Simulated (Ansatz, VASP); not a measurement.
## One calculation of Sr4NbO, two programs

```
Sr Nb O
1.0
     0.00000    4.90881    4.90881
     4.90881    0.00000    4.90881
     4.90881    4.90881    0.00000
Sr Nb O
4 1 1
Direct
  0.62644 0.12452 0.12452
  0.12452 0.62644 0.12452
  0.12452 0.12452 0.62644
  0.12452 0.12452 0.12452
  0.75000 0.75000 0.75000
  0.50000 0.50000 0.50000
```

Change from the starting cell: species swapped into the SrCaAl4 type (F-43m, No. 216).

Alike in both runs: functional PBE; k mesh 8 × 8 × 8; occupations gaussian, width 0.1 eV; collinear spin.

Ansatz relaxed the structure, and its values are those at the end. VASP's run is a single point on that final structure, the one shown.

|  | VASP | Ansatz |
| --- | --- | --- |
| version | VASP 6.6.1 | Ansatz 0.2.0 |
| potentials or method | VASP PAW PBE potentials, release 64 (Sr_sv, Nb_sv, O), cutoff 520 eV | scalar-relativistic, plane waves, PAW |
| valence electrons in the cell | 59 | 59 |

```tsv
	VASP	Ansatz	Ansatz less VASP
gap on the k mesh at the Fermi level (eV)	none	none	-
pressure (GPa)	0.0	0.0	-0.01
rms of the force components (eV/Å)	0.007	0.007	-0.0006
net moment per atom (μB)	0.73	0.73	0.000
size of the moment on the site where the two differ most (μB)	2.37	3.32	+0.948
```

Site moments also hang on the region over which each program counts them. A gap of «none» marks a metal or a gap that the smearing closes.
